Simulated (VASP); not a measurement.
A run of VASP 6.6.1:

The input INCAR:

```
SYSTEM = LiF
PREC     = Accurate       ! precision mode
ENCUT    = 520            ! plane-wave cutoff, eV
EDIFF    = 1E-7           ! SCF threshold, eV
ISMEAR   = 0              ! smearing method
SIGMA    = 0.01           ! smearing width, eV
LREAL    = .False.        ! projectors in reciprocal space
LASPH    = .True.         ! aspherical terms in the spheres
NELM     = 80             ! most SCF steps
ALGO     = Normal         ! electronic algorithm
ISIF     = 2              ! what is computed and relaxed
LWAVE    = .False.        ! write WAVECAR
LCHARG   = .False.        ! write CHGCAR
GGA      = PS             ! functional
NBANDS   = 12             ! bands
```

File KPOINTS:

```
Automatic mesh
0
Gamma
  10 10 10
  0 0 0
```

POSCAR

```
LiF
1.0
    0.0000000000      1.9949551523      1.9949551523
    1.9949551523      0.0000000000      1.9949551523
    1.9949551523      1.9949551523      0.0000000000
Li F
1 1
Direct
    0.0000000000      0.0000000000      0.0000000000
    0.5000000000      0.5000000000      0.5000000000
```

Potentials or basis: VASP PAW PBE potentials, release 64 (Li_sv, F).

Launch:

```sh
$ cat potpaw_PBE.64/Li_sv/POTCAR potpaw_PBE.64/F/POTCAR > POTCAR
$ mpirun -np 1 vasp_std > vasp.out
```

Hardware: 1 thread of Intel(R) Xeon(R) Platinum 8375C CPU @ 2.90GHz (Ice Lake) (shared host).

Task: How long does it take, and how much memory?

Result: It took 11 s on 1 thread of Intel(R) Xeon(R) Platinum 8375C CPU @ 2.90GHz (Ice Lake), on a shared host, peak memory 0.13 GiB. Counts: scf iterations 13, k points 47.
